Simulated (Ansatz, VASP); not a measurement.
One calculation of Pd, two programs

```xyz
1
Lattice="0.0000 1.9536 1.9536 1.9536 0.0000 1.9536 1.9536 1.9536 0.0000" Properties=species:S:1:pos:R:3 pbc="T T T"
Pd    0.0000    0.0000    0.0000
```

Alike in both runs: task single point; functional r2SCAN; k mesh 18 × 18 × 18; occupations gaussian, width 0.05 eV; no spin polarisation.

```csv
,VASP,Ansatz
version,VASP 6.6.1,Ansatz 0.2.0
potentials or method,"VASP PAW PBE potentials, release 64 (Pd), cutoff 520 eV","scalar-relativistic, plane waves, PAW"
valence electrons in the cell,10,18
```

VASP gave:

```
gap on the k mesh at the Fermi level (eV) : none
pressure (GPa)                            : 0.7
```

**Question.** Which values does Ansatz return?

**Answer.** gap on the k mesh at the Fermi level (eV): none; pressure (GPa): 0.0.

VASP's potentials were made for PBE, not for r2SCAN. A gap of «none» marks a metal or a gap that the smearing closes. VASP's potentials hold 10 valence electrons a cell and Ansatz's 18, so a difference there can come from the potentials and not from the codes.
